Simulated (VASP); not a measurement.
Here is a VASP 6.6.1 calculation.

File INCAR:

```
ALGO = Normal ; EDIFF = 1E-6
ENCUT = 560 ; GGA = PE
GGA_COMPAT = F ; ISIF = 2
ISMEAR = 0 ; LASPH = T
LCHARG = F ; LREAL = F
LWAVE = F ; NBANDS = 24
NELM = 120 ; PREC = Accurate
SIGMA = 0.1
```

KPOINTS

```
k-points
0
Gamma
  6 6 4
```

The input POSCAR:

```
Rb2Re
1.0
    6.0846956935      0.0000000000      0.0000000000
   -3.0423478468      5.2695010449      0.0000000000
    0.0000000000      0.0000000000      2.8967368707
Rb Re
2 1
Direct
    0.3333333333      0.6666666667      0.5000000000
    0.6666666667      0.3333333333      0.5000000000
    0.0000000000      0.0000000000      0.0000000000
```

Potentials or basis: VASP PAW PBE potentials, release 64 (Rb_sv, Re_sv_GW).

Run with:

```console
$ cat potpaw_PBE.64/Rb_sv/POTCAR potpaw_PBE.64/Re_sv_GW/POTCAR > POTCAR
$ mpirun -np 1 vasp_std > vasp.out
```

(1) Estimate the band gap on the k mesh.

(2) Predict the pressure.

## Answers

(1) zero (an odd number of electrons rules out a gap without spin polarisation).

(2) 0.1 GPa.

Caveat: the k points lie up to 0.54 Å⁻¹ apart, too coarse for converged energies and pressures of a metal; spin-orbit coupling is left out, which moves the levels of the heavy elements.
